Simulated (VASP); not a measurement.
# GaN (F-43m) in VASP: further runs, part 2 of 2

VASP 6.6.1. Earlier steps stand in the parts before.

### 3 Single point, r2SCAN (volume changed by -6%)

POSCAR

```
GaN
1.0
    0.0000000000      2.2030426700      2.2030426700
    2.2030426700      0.0000000000      2.2030426700
    2.2030426700      2.2030426700      0.0000000000
Ga N
1 1
Direct
    0.0000000000      0.0000000000      0.0000000000
    0.2500000000      0.2500000000      0.2500000000
```

INCAR.step1

```
PREC = Accurate
ENCUT = 520
ISMEAR = 0
SIGMA = 0.01
LREAL = False
LASPH = True
NELM = 60
NBANDS = 16
GGA = PE
ALGO = Normal
EDIFF = 1E-4
LWAVE = True
LCHARG = False
```

INCAR.step2

```
PREC = Accurate
ENCUT = 520
EDIFF = 1E-6
ISMEAR = 0
SIGMA = 0.01
LREAL = False
LASPH = True
NELM = 60
ALGO = Normal
ISIF = 2
LWAVE = False
LCHARG = True
METAGGA = R2SCAN
LMIXTAU = True
LELF = True
LVHAR = True
NBANDS = 16
ISTART = 1
```

KPOINTS

```
regular mesh
0
Gamma
  8 8 8
```

Potentials or basis: VASP PAW PBE potentials, release 64 (Ga_d, N).

Command:

```console
cat potpaw_PBE.64/Ga_d/POTCAR potpaw_PBE.64/N/POTCAR > POTCAR
cp INCAR.step1 INCAR
mpirun -np 1 vasp_std > vasp.out
cp INCAR.step2 INCAR
mpirun -np 1 vasp_std > vasp.out
```

Wall time 20 s (1 thread of Intel Xeon 6975P-C (Granite Rapids), shared host); peak memory 0.14 GiB.

Results (log left out):

```yaml
Free_energy: -21.8287 eV
Pressure: 15.2 GPa
Band_gap_on_the_k_mesh: 2.57 eV, direct
```

Levels at points of the mesh, in eV from the valence-band top:
```csv
k point,band 6,band 7,band 8,band 9,band 10,band 11,band 12,band 13
"(0.00, 0.00, 0.00)",-13.47,0.00,0.00,0.00,2.57,11.45,11.45,11.45
"(0.50, 0.00, 0.00)",-12.33,-7.63,-1.09,-1.09,5.65,9.80,11.36,11.36
"(0.50, 0.50, 0.00)",-11.96,-6.51,-3.04,-3.04,3.79,7.65,13.13,15.71
```

Caveat: the PAW data sets were made with another functional, which shifts forces and pressure a little.

### 4 Single point, r2SCAN (volume changed by -3%)

POSCAR

```
GaN
1.0
    0.0000000000      2.2262342972      2.2262342972
    2.2262342972      0.0000000000      2.2262342972
    2.2262342972      2.2262342972      0.0000000000
Ga N
1 1
Direct
    0.0000000000      0.0000000000      0.0000000000
    0.2500000000      0.2500000000      0.2500000000
```

INCAR.step1

```
PREC     = Accurate       # precision mode
ENCUT    = 520            # plane-wave cutoff, eV
ISMEAR   = 0              # smearing method
SIGMA    = 0.01           # smearing width, eV
LREAL    = False          # projectors in reciprocal space
LASPH    = True           # aspherical terms in the spheres
NELM     = 100            # most SCF steps
NBANDS   = 16             # bands
GGA      = PE             # functional
ALGO     = Normal         # electronic algorithm
EDIFF    = 1E-4           # SCF threshold, eV
LWAVE    = True           # write WAVECAR
LCHARG   = False          # write CHGCAR
```

INCAR.step2

```
PREC     = Accurate       # precision mode
ENCUT    = 520            # plane-wave cutoff, eV
EDIFF    = 1E-6           # SCF threshold, eV
ISMEAR   = 0              # smearing method
SIGMA    = 0.01           # smearing width, eV
LREAL    = False          # projectors in reciprocal space
LASPH    = True           # aspherical terms in the spheres
NELM     = 100            # most SCF steps
ALGO     = Normal         # electronic algorithm
ISIF     = 2              # what is computed and relaxed
LWAVE    = False          # write WAVECAR
LCHARG   = False          # write CHGCAR
METAGGA  = R2SCAN         # meta-GGA
LMIXTAU  = True         
NBANDS   = 16             # bands
ISTART   = 1
```

KPOINTS is that of step 3.

Command:

```console
cat potpaw_PBE.64/Ga_d/POTCAR potpaw_PBE.64/N/POTCAR > POTCAR
cp INCAR.step1 INCAR
mpirun -np 1 vasp_std > vasp.out
cp INCAR.step2 INCAR
mpirun -np 1 vasp_std > vasp.out
```

Run time: 20 s. Hardware: 1 thread of Intel Xeon 6975P-C (Granite Rapids), shared host; peak memory 0.14 GiB.

The run converged. Its results:

| Property | Result |
| --- | --- |
| Free energy | -21.8773 eV |
| Pressure | 7.6 GPa |
| Band gap on the k mesh | 2.36 eV, direct |

Levels at points of the mesh, in eV from the valence-band top:
| k point | band 5 | band 6 | band 7 | band 8 | band 9 | band 10 | band 11 | band 12 | band 13 | band 14 |
| --- | --- | --- | --- | --- | --- | --- | --- | --- | --- | --- |
| (0.00, 0.00, 0.00) | -13.47 | -13.47 | 0.00 | 0.00 | 0.00 | 2.36 | 11.24 | 11.24 | 11.24 | 19.07 |
| (0.50, 0.00, 0.00) | -13.42 | -12.34 | -7.41 | -1.04 | -1.04 | 5.42 | 9.64 | 11.19 | 11.19 | 16.84 |
| (0.50, 0.50, 0.00) | -13.38 | -11.96 | -6.37 | -2.92 | -2.92 | 3.78 | 7.47 | 12.87 | 15.35 | 15.35 |

Caveat: the PAW data sets were made with another functional, which shifts forces and pressure a little.

### 5 Single point, r2SCAN

POSCAR

```
GaN
1.0
    0.0000000000      2.2489525428      2.2489525428
    2.2489525428      0.0000000000      2.2489525428
    2.2489525428      2.2489525428      0.0000000000
Ga N
1 1
Direct
    0.0000000000      0.0000000000      0.0000000000
    0.2500000000      0.2500000000      0.2500000000
```

INCAR.step1

```
SYSTEM = GaN
PREC = Accurate ; ENCUT = 520
ISMEAR = 0 ; SIGMA = 0.01
LREAL = .False. ; LASPH = .True.
NELM = 60 ; NBANDS = 16
GGA = PE ; ALGO = Normal
EDIFF = 1E-4 ; LWAVE = .True.
LCHARG = .False.
```

INCAR.step2

```
SYSTEM = GaN
PREC = Accurate ; ENCUT = 520
EDIFF = 1E-7 ; ISMEAR = 0
SIGMA = 0.01 ; LREAL = .False.
LASPH = .True. ; NELM = 60
ALGO = Normal ; ISIF = 2
LWAVE = .False. ; LCHARG = .False.
METAGGA = R2SCAN ; LMIXTAU = .True.
NBANDS = 16 ; ISTART = 1
```

KPOINTS

```
regular mesh
0
Gamma
  8 8 8
  0 0 0
```

Command:

```console
cat potpaw_PBE.64/Ga_d/POTCAR potpaw_PBE.64/N/POTCAR > POTCAR
cp INCAR.step1 INCAR
mpirun -np 1 vasp_std > vasp.out
cp INCAR.step2 INCAR
mpirun -np 1 vasp_std > vasp.out
```

Run time: 25 s. Hardware: 1 thread of Intel Xeon 6975P-C (Granite Rapids), shared host; peak memory 0.14 GiB.

The run converged. Its results:

```yaml
Free_energy: -21.8960 eV
Pressure: 1.1 GPa
Band_gap_on_the_k_mesh: 2.16 eV, direct
```

Levels at points of the mesh, in eV from the valence-band top:
| k point | band 5 | band 6 | band 7 | band 8 | band 9 | band 10 | band 11 | band 12 | band 13 | band 14 |
| --- | --- | --- | --- | --- | --- | --- | --- | --- | --- | --- |
| (0.00, 0.00, 0.00) | -13.48 | -13.48 | 0.00 | 0.00 | 0.00 | 2.16 | 11.04 | 11.04 | 11.04 | 18.64 |
| (0.50, 0.00, 0.00) | -13.43 | -12.35 | -7.20 | -1.00 | -1.00 | 5.21 | 9.47 | 11.03 | 11.03 | 16.56 |
| (0.50, 0.50, 0.00) | -13.40 | -11.97 | -6.24 | -2.80 | -2.80 | 3.77 | 7.28 | 12.63 | 15.01 | 15.01 |

Caveat: the PAW data sets were made with another functional, which shifts forces and pressure a little.

### 6 Single point, r2SCAN (volume changed by +3%)

POSCAR

```
GaN
1.0
    0.0000000000      2.2712208478      2.2712208478
    2.2712208478      0.0000000000      2.2712208478
    2.2712208478      2.2712208478      0.0000000000
Ga N
1 1
Direct
    0.0000000000      0.0000000000      0.0000000000
    0.2500000000      0.2500000000      0.2500000000
```

INCAR.step1

```
SYSTEM = GaN
PREC     = Accurate       ! precision mode
ENCUT    = 520            ! plane-wave cutoff, eV
ISMEAR   = 0              ! smearing method
SIGMA    = 0.01           ! smearing width, eV
LREAL    = .False.        ! projectors in reciprocal space
LASPH    = .True.         ! aspherical terms in the spheres
NELM     = 80             ! most SCF steps
NBANDS   = 16             ! bands
GGA      = PE             ! functional
ALGO     = Normal         ! electronic algorithm
EDIFF    = 1E-4           ! SCF threshold, eV
LWAVE    = .True.         ! write WAVECAR
LCHARG   = .False.        ! write CHGCAR
```

INCAR.step2

```
SYSTEM = GaN
PREC     = Accurate       ! precision mode
ENCUT    = 520            ! plane-wave cutoff, eV
EDIFF    = 1E-6           ! SCF threshold, eV
ISMEAR   = 0              ! smearing method
SIGMA    = 0.01           ! smearing width, eV
LREAL    = .False.        ! projectors in reciprocal space
LASPH    = .True.         ! aspherical terms in the spheres
NELM     = 80             ! most SCF steps
ALGO     = Normal         ! electronic algorithm
ISIF     = 2              ! what is computed and relaxed
LWAVE    = .False.        ! write WAVECAR
LCHARG   = .False.        ! write CHGCAR
METAGGA  = R2SCAN         ! meta-GGA
LMIXTAU  = .True.       
NBANDS   = 16             ! bands
ISTART   = 1
```

KPOINTS is that of step 5.

Potentials or basis: VASP PAW PBE potentials, release 64 (Ga_d, N).

Command:

```console
cat potpaw_PBE.64/Ga_d/POTCAR potpaw_PBE.64/N/POTCAR > POTCAR
cp INCAR.step1 INCAR
mpirun -np 1 vasp_std > vasp.out
cp INCAR.step2 INCAR
mpirun -np 1 vasp_std > vasp.out
```

Run time: 19 s. Hardware: 1 thread of Intel Xeon 6975P-C (Granite Rapids), shared host; peak memory 0.14 GiB.

It converged, with:

```yaml
Free_energy: -21.8891 eV
Pressure: -4.5 GPa
Band_gap_on_the_k_mesh: 1.96 eV, direct
```

Levels at points of the mesh, in eV from the valence-band top:
| k point | band 7 | band 8 | band 9 | band 10 | band 11 | band 12 |
| --- | --- | --- | --- | --- | --- | --- |
| (0.00, 0.00, 0.00) | 0.00 | 0.00 | 0.00 | 1.96 | 10.85 | 10.85 |
| (0.50, 0.00, 0.00) | -7.00 | -0.97 | -0.97 | 4.99 | 9.31 | 10.87 |
| (0.50, 0.50, 0.00) | -6.12 | -2.70 | -2.70 | 3.76 | 7.09 | 12.40 |

Caveat: the PAW data sets were made with another functional, which shifts forces and pressure a little.

### 7 The runs side by side

| level | cell | k mesh | gap on the mesh (eV) | pressure (GPa) |
| --- | --- | --- | --- | --- |
| PBE | a = 3.180 Å, angles 60.0°, 2 atoms | 10 × 10 × 10 | 1.76 | 6.3 |
| r2SCAN | a = 3.116 Å, angles 60.0°, 2 atoms | 8 × 8 × 8 | 2.57 | 15.2 |
| r2SCAN | a = 3.148 Å, angles 60.0°, 2 atoms | 8 × 8 × 8 | 2.36 | 7.6 |
| r2SCAN | a = 3.180 Å, angles 60.0°, 2 atoms | 8 × 8 × 8 | 2.16 | 1.1 |
| r2SCAN | a = 3.212 Å, angles 60.0°, 2 atoms | 8 × 8 × 8 | 1.96 | -4.5 |

Alike in all rows: task single point; potentials or basis VASP PAW PBE potentials, release 64 (Ga_d, N); no spin polarisation; cutoff (eV) 520; smearing gaussian 0.01 eV.

Caveats: the PAW data sets were made with another functional, which shifts forces and pressure a little (some runs).

Total energies depend on the potentials used, so only differences within one code and one set of settings carry meaning.
